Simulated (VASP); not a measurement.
# SiC: single point with PBEsol

SiC:

```
Si C
1.0
     0.00000    2.17841    2.17841
     2.17841    0.00000    2.17841
     2.17841    2.17841    0.00000
Si C
1 1
Direct
  0.00000 0.00000 0.00000
  0.75000 0.75000 0.75000
```

| Quantity | Value |
| --- | --- |
| Program | VASP 6.6.1 |
| Task | single point |
| Functional | PBEsol |
| Potentials or basis | VASP PAW PBE potentials, release 64 (Si, C) |
| Cutoff | 520 eV |
| k mesh | 12 × 12 × 12 |
| Occupations | gaussian, width 0.02 eV |
| Spin | no spin polarisation |

```json
{
 "Pressure": "0.4 GPa",
 "Band gap on the k mesh": "1.23 eV, indirect (least direct gap 4.44 eV)"
}
```

Levels at points of the mesh, in eV from the valence-band top:
| k point | band 1 | band 2 | band 3 | band 4 | band 5 | band 6 | band 7 | band 8 |
| --- | --- | --- | --- | --- | --- | --- | --- | --- |
| (0.00, 0.00, 0.00) | -15.43 | 0.00 | 0.00 | 0.00 | 6.20 | 7.25 | 7.25 | 7.25 |
| (0.50, 0.00, 0.00) | -11.82 | -8.60 | -1.06 | -1.06 | 5.38 | 7.14 | 7.14 | 9.92 |
| (0.50, 0.50, 0.00) | -10.36 | -7.84 | -3.21 | -3.21 | 1.23 | 4.20 | 13.96 | 13.96 |

It took 8.4 s on 1 thread of Intel(R) Xeon(R) Platinum 8259CL CPU @ 2.50GHz (Skylake/Cascade Lake) (shared host), peak memory 0.14 GiB.

Caveat: the PAW data sets were made with another functional, which shifts forces and pressure a little. A k mesh can miss the band edges.
